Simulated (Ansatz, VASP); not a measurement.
**TaN: VASP beside Ansatz**

```
Ta N
1.0
     3.14329    0.00000    0.00000
    -1.57164    2.72217    0.00000
     0.00000    0.00000    5.03237
Ta N
1 1
Direct
  0.33333 0.66667 0.80788
  0.66667 0.33333 0.64991
```

Alike in both runs: functional PBE; k mesh 12 × 12 × 8; occupations gaussian, width 0.02 eV; no spin polarisation.

Ansatz relaxed the structure, and its values are those at the end. VASP's run is a single point on that final structure, the one shown.

|  | VASP | Ansatz |
| --- | --- | --- |
| version | VASP 6.6.1 | Ansatz 0.2.0 |
| potentials or method | VASP PAW PBE potentials, release 64 (Ta_sv_GW, N), cutoff 700 eV | scalar-relativistic, plane waves, PAW |
| valence electrons in the cell | 18 | 18 |

Ansatz gave:

| Item | Value |
| --- | --- |
| gap on the k mesh at the Fermi level (eV) | 0.52 |
| least direct gap on the mesh (eV) | 0.63 |
| pressure (GPa) | 0.0 |
| rms of the force components (eV/Å) | 0.001 |

Problem. Estimate VASP's values.

Solution. gap on the k mesh at the Fermi level (eV): 0.53; least direct gap on the mesh (eV): 0.63; pressure (GPa): 0.1; rms of the force components (eV/Å): 0.019.

Spin-orbit coupling is off throughout.
